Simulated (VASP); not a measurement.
# CuO (Cccm) in VASP: further runs, part 2 of 2

VASP 6.6.1. The steps go on from the part before.

**3. Single point, PBE**

This run uses another cell than the first one, of 8.92 Å³/atom, 0.807 times its volume.

Contents of INCAR:

```
SYSTEM = CuO
PREC = Accurate ; ENCUT = 520
EDIFF = 1E-7 ; ISMEAR = -1
SIGMA = 0.05 ; LREAL = .False.
LASPH = .True. ; NELM = 100
ALGO = Normal ; ISIF = 2
LWAVE = .False. ; LCHARG = .True.
GGA = PE ; LELF = .True.
LVHAR = .True. ; NBANDS = 25
```

Contents of KPOINTS:

```
regular mesh
0
Gamma
  9 9 5
  0 0 0
```

Contents of POSCAR:

```
CuO
1.0
    1.4552470404     -2.3694801362      0.0000000000
    1.4552470404      2.3694801362      0.0000000000
    0.0000000000      0.0000000000      5.1751280640
Cu O
2 2
Direct
    0.5000000000      0.0000000000      0.0000000000
    0.0000000000      0.5000000000      0.5000000000
    0.5000000000      0.5000000000      0.2500000000
    0.5000000000      0.5000000000      0.7500000000
```

Potentials or basis: VASP PAW PBE potentials, release 64 (Cu, O).

On the command line:

```
cat potpaw_PBE.64/Cu/POTCAR potpaw_PBE.64/O/POTCAR > POTCAR
mpirun -np 1 vasp_std > vasp.out
```

OUTCAR:

```text
SYSTEM = CuO
   PREC = Accurate
   ENCUT = 520
   EDIFF = 1E-7
   ISMEAR = -1
   LREAL = .False.
   LASPH = .True.
   NELM = 100
   ISIF = 2
   GGA = PE

 ion  position               nearest neighbor table
   1  0.500  0.000  0.000-   3 1.90   4 1.90   3 1.90   4 1.90
   2  0.000  0.500  0.500-   3 1.90   4 1.90   3 1.90   4 1.90
   3  0.500  0.500  0.250-   1 1.90   2 1.90   1 1.90   2 1.90
   4  0.500  0.500  0.750-   1 1.90   2 1.90   1 1.90   2 1.90

  LATTYP: Found a base centered orthorhombic cell.
 ALAT       =     2.9104940808
 B/A-ratio  =     1.6282322317
 C/A-ratio  =     1.7780926263

  Lattice vectors:

 A1 = (   1.4552470404,  -2.3694801362,   0.0000000000)
 A2 = (   1.4552470404,   2.3694801362,   0.0000000000)
 A3 = (   0.0000000000,   0.0000000000,   5.1751280640)

Analysis of symmetry for initial positions (statically):
=====================================================================
 Subroutine PRICEL returns:
 Original cell was already a primitive cell.

 Routine SETGRP: Setting up the symmetry group for a
 base centered orthorhombic supercell.

 Subroutine GETGRP returns: Found  8 space group operations
 (whereof  4 operations were pure point group operations)
 out of a pool of  8 trial point group operations.

The static configuration has the point symmetry C_2h.
 The point group associated with its full space group is D_2h.

Analysis of symmetry for dynamics (positions and initial velocities):
=====================================================================
 Subroutine PRICEL returns:
 Original cell was already a primitive cell.

 Routine SETGRP: Setting up the symmetry group for a
 base centered orthorhombic supercell.

 Subroutine GETGRP returns: Found  8 space group operations
 (whereof  4 operations were pure point group operations)
 out of a pool of  8 trial point group operations.

The dynamic configuration has the point symmetry C_2h.
 The point group associated with its full space group is D_2h.

 Subroutine INISYM returns: Found  8 space group operations
 (whereof  4 operations are pure point group operations),
 and found     1 'primitive' translations

----------------------------------------------------------------------------------------

                                     Primitive cell

  volume of cell :      35.6895

  direct lattice vectors                    reciprocal lattice vectors
     1.455247040 -2.369480136  0.000000000     0.343584275 -0.211016751  0.000000000
     1.455247040  2.369480136  0.000000000     0.343584275  0.211016751  0.000000000
     0.000000000  0.000000000  5.175128064     0.000000000  0.000000000  0.193231933

  length of vectors
     2.780679785  2.780679785  5.175128064     0.403209900  0.403209900  0.193231933

  position of ions in fractional coordinates (direct lattice)
     0.500000000  0.000000000  0.000000000
     0.000000000  0.500000000  0.500000000
     0.500000000  0.500000000  0.250000000
     0.500000000  0.500000000  0.750000000

  ion indices of the primitive-cell ions
   primitive index   ion index
[... 22 lines left out ...]

  Shift w.r.t. Gamma in fractional coordinates (k-lattice)
     0.000000000  0.000000000  0.000000000

 Subroutine IBZKPT returns following result:
 ===========================================

 Found     75 irreducible k-points:

 Following reciprocal coordinates:
            Coordinates               Weight
  0.000000  0.000000  0.000000      1.000000
  0.111111 -0.000000  0.000000      4.000000
  0.222222  0.000000  0.000000      4.000000
  0.333333  0.000000  0.000000      4.000000
  0.444444  0.000000  0.000000      4.000000
  0.111111  0.111111  0.000000      2.000000
[... 16 lines left out ...]
 -0.333333  0.333333  0.000000      2.000000
  0.444444  0.444444  0.000000      2.000000
 [... further k-points ...]
   k-points           NKPTS =     75   k-points in BZ     NKDIM =     75   number of bands    NBANDS=     25
   number of dos      NEDOS =    301   number of ions     NIONS =      4
   total plane-waves  NPLWV =  23040
   dimension x,y,z NGX =    24 NGY =   24 NGZ =   40
   dimension x,y,z NGXF=    48 NGYF=   48 NGZF=   80
   ions per type =               2   2
   NGX,Y,Z   is equivalent  to a cutoff of  14.35, 14.35, 12.85 a.u.
   NGXF,Y,Z  is equivalent  to a cutoff of  28.70, 28.70, 25.70 a.u.
 SYSTEM =  CuO
   PREC   = accura    normal or accurate (medium, high low for compatibility)
   ISTART =      0    job   : 0-new  1-cont  2-samecut
   ICHARG =      2    charge: 1-file 2-atom 10-const
   ISPIN  =      1    spin polarized calculation?
   LNONCOLLINEAR =      F non collinear calculations
   LSORBIT =      F    spin-orbit coupling
   LASPH  =      T    aspherical Exc in radial PAW
   ENCUT  =  520.0 eV  38.22 Ry    6.18 a.u.   5.17  5.17  9.62*2*pi/ulx,y,z
   NELM   =    100;   NELMIN=  2; NELMDL= -5     # of ELM steps
   EDIFF  = 0.1E-06   stopping-criterion for ELM
   LREAL  =      F    real-space projection
   EDIFFG = 0.1E-05   stopping-criterion for IOM
   NSW    =      0    number of steps for IOM
   IBRION =     -1    ionic relax: 0-MD 1-quasi-New 2-CG
   NFREE  =      0    steps in history (QN), initial steepest desc. (CG)
   ISIF   =      2    stress and relaxation
   ISYM   =      2    0-nonsym 1-usesym 2-fastsym
   POTIM  = 0.5000    time-step for ionic-motion
   TEBEG  =    0.0;   TEEND  =   0.0 temperature during run
   PSTRESS=    0.0 pullay stress
   NELECT =      34.0000    total number of electrons
   NUPDOWN=      -1.0000    fix difference up-down
   EMIN   =  10.00;   EMAX   =-10.00  energy-range for DOS
   EFERMI =   0.00;   METHOD = LEGACY
   ISMEAR =    -1;   SIGMA  =   0.05  broadening in eV -4-tet -1-fermi 0-gaus
   EFERMI_NEDOS =   21; number of points for ismear=-14 and -15
   IALGO  =     38    algorithm
   IMIX   =      4    mixing-type and parameters
     AMIX     =   0.40;   BMIX     =  1.00
     AMIX_MAG =   1.60;   BMIX_MAG =  1.00
  volume/ion in A,a.u.               =       8.92        60.21
  Fermi-wavevector in a.u.,A,eV,Ry     =   1.610847  3.044059 35.304759  2.594827
  Thomas-Fermi vector in A             =   2.706331
   LORBIT       =      0    0 simple, 1 ext, 2 COOP (PROOUT), +10 PAW based schemes
   GGA     = PE    functional components
   LHFCALC =     F    Hartree Fock is set to
   AEXX    =    0.0000 exact exchange contribution
   IVDW    =     0    specifies the selected vdW correction
   LEPSILON=     F    determine dielectric tensor
   LRPA    =     F    only Hartree local field effects (RPA)
 non-spin polarized calculation
  energy-cutoff  :      520.00
  volume of cell :       35.69
 maximum number of plane-waves:       976
 NGX is ok and might be reduce to    24
   NGX = 11   NGY = 11   NGZ = 19

 number of electron      34.0000014 magnetization

 Free energy of the ion-electron system (eV)
  ---------------------------------------------------
  ext. energy  EPLUGINS =         0.00000000
  ---------------------------------------------------
  free energy    TOTEN  =       -18.91728938 eV

  energy without entropy =      -18.89691205  energy(sigma->0) =      -18.90710072

 E-fermi :   7.3695     XC(G=0): -12.7068

 val. band max:        7.3377425621   @ k =   0.1111  -0.0000   0.0000
 cond. band min:       7.3930188465   @ k =   0.3333   0.3333   0.4000
 fundamental gap:      0.0552762844
 Fermi energy:         7.3694718870

 k-point     1 :       0.0000    0.0000    0.0000
  band No.  band energies     occupation
      1     -13.4739      2.00000
      2     -12.0410      2.00000
      3      -2.0083      2.00000
      4       1.2664      2.00000
      5       2.5164      2.00000
      6       3.5786      2.00000
[... 661 lines left out ...]
     24      21.0468      0.00000
     25      21.7746      0.00000

 [... further k-points ...]

------------------------ aborting loop because EDIFF is reached ----------------------------------------

  FORCE on cell =-STRESS in cart. coord.  units (eV):
  Direction    XX          YY          ZZ          XY          YZ          ZX
  --------------------------------------------------------------------------------------
  -------------------------------------------------------------------------------------
  Total        6.7332048      6.9816731      7.0080372      0.0000000      0.0000000      0.0000000
  in kB      302.2675405    313.4217995    314.6053378      0.0000000      0.0000000      0.0000000
  external PRESSURE =     310.0982259 kB  Pullay stress =       0.0000000 kB

 VOLUME and BASIS-vectors are now :
 -----------------------------------------------------------------------------
  energy-cutoff  :      520.00
  volume of cell :       35.69
      direct lattice vectors                 reciprocal lattice vectors
     1.455247040 -2.369480136  0.000000000     0.343584275 -0.211016751  0.000000000
     1.455247040  2.369480136  0.000000000     0.343584275  0.211016751  0.000000000
     0.000000000  0.000000000  5.175128064     0.000000000  0.000000000  0.193231933

 POSITION                                       TOTAL-FORCE (eV/Angst)
 -----------------------------------------------------------------------------------
      0.72762     -1.18474      0.00000         0.000000     -0.000000      0.000000
      0.72762      1.18474      2.58756        -0.000000     -0.000000      0.000000
      1.45525      0.00000      1.29378        -0.000000      0.000000      0.000000
      1.45525      0.00000      3.88135        -0.000000     -0.000000      0.000000
 -----------------------------------------------------------------------------------
    total drift:                                0.000000     -0.000000     -0.000000

  FREE ENERGIE OF THE ION-ELECTRON SYSTEM (eV)
  ---------------------------------------------------
  free  energy   TOTEN  =       -18.9172893825 eV

  energy  without entropy=      -18.8969120541  energy(sigma->0) =      -18.90710072
```

Wall time 53 s (1 thread of Intel Xeon Platinum 8375C at 2.90GHz (Ice Lake), shared host); peak memory 0.19 GiB.

Results:

```
Free energy            : -18.9173 eV
Pressure               : 31.0 GPa
Band gap on the k mesh : zero (band 17 reaches 7.53 eV, above the bottom of band 18 at 7.06 eV)
```

Stress tensor (GPa, compression positive):
```
30.23  0.00  0.00
 0.00 31.34  0.00
 0.00  0.00 31.46
```

Levels at points of the mesh, in eV from the Fermi level:
```
           k point  band 15  band 16  band 17  band 18  band 19  band 20
(0.00, 0.00, 0.00)    -2.42    -2.07     0.11     1.20     2.22     7.46
```

Caveat: semilocal functionals often make such compounds metallic where correlation or magnetic order opens a gap, which also shifts bond lengths. With open d or f shells a metallic result of PBE can be an artefact of self-interaction; +U or a hybrid may open a gap.
